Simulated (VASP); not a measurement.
Write the native input for VASP 6.6.1 that does the following.

```yaml
Task: single point
Functional: PBE
Dispersion: D3(BJ)
Potentials_or_basis: VASP PAW PBE potentials, release 64 (Ni, Sb)
Cutoff: 520 eV
k_mesh: 12 × 12 × 8
Occupations: gaussian, width 0.1 eV
Spin: no spin polarisation
Dipole_correction: no
Further_INCAR_settings: ALGO = Normal; EDIFF = 1e-07; NBANDS = 23
```

The structure of NiSb lies in POSCAR:

```
NiSb
1.0
    3.9198544934      0.0000000000      0.0000000000
   -1.9599272467      3.3946935704      0.0000000000
    0.0000000000      0.0000000000      5.1017025012
Ni Sb
2 2
Direct
    0.0000000000      0.0000000000      0.0000000000
    0.0000000000      0.0000000000      0.5000000000
    0.3333333333      0.6666666667      0.2500000000
    0.6666666667      0.3333333333      0.7500000000
```

One way to write it, as run:

INCAR

```
PREC = Accurate
ENCUT = 520
EDIFF = 1E-7
ISMEAR = 0
SIGMA = 0.1
LREAL = F
LASPH = T
NELM = 100
ALGO = Normal
ISIF = 2
LWAVE = F
LCHARG = F
GGA = PE
IVDW = 12
NBANDS = 23
```

KPOINTS

```
regular mesh
0
Gamma
  12 12 8
```

Potentials or basis: VASP PAW PBE potentials, release 64 (Ni, Sb).

Run with:

```sh
$ cat potpaw_PBE.64/Ni/POTCAR potpaw_PBE.64/Sb/POTCAR > POTCAR
$ mpirun -np 1 vasp_std > vasp.out
```

Results of the run:

```json
{
 "Pressure": "-0.2 GPa",
 "Band gap on the k mesh": "zero (bands 15 and 16 overlap by 3.41 eV)",
 "Dispersion energy per atom": "-0.540 eV"
}
```

Caveat: spin-orbit coupling is left out, which moves the levels of the heavy elements.

Run time: 69 s on 1 thread of Intel(R) Xeon(R) 6975P-C (Granite Rapids), on a shared host, peak memory 0.27 GiB.
